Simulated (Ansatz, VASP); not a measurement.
**One calculation of B, two programs**

```xyz
2
Lattice="-2.5264 2.7167 0.8181 2.7167 -2.5264 0.8181 2.0181 2.0181 -0.4695" Properties=species:S:1:pos:R:3 pbc="T T T"
B     2.3603   -2.1700    0.8181
B     0.1498    2.0586    0.5833
```

Alike in both runs: task single point; functional LDA; k mesh 22 × 22 × 13; occupations fermi-dirac, width 0.1 eV; no spin polarisation.

|  | VASP | Ansatz |
| --- | --- | --- |
| version | VASP 6.6.1 | Ansatz 0.2.0 |
| potentials or method | VASP PAW LDA potentials, release 64 (B), cutoff 520 eV | plane waves (420 eV) with PAW, scalar-relativistic |
| valence electrons in the cell | 6 | 6 |

|  | VASP | Ansatz | Ansatz less VASP |
| --- | --- | --- | --- |
| pressure (GPa) | -13.6 | -13.7 | -0.10 |
| traceless stress, the component that is largest in VASP (GPa) | -11.48 | -11.53 | -0.054 |

Ansatz warns that its potentials were made for another functional, while VASP's fit it. LDA's correlation is that of Perdew and Zunger in VASP and of Perdew and Wang (1992) in Ansatz.
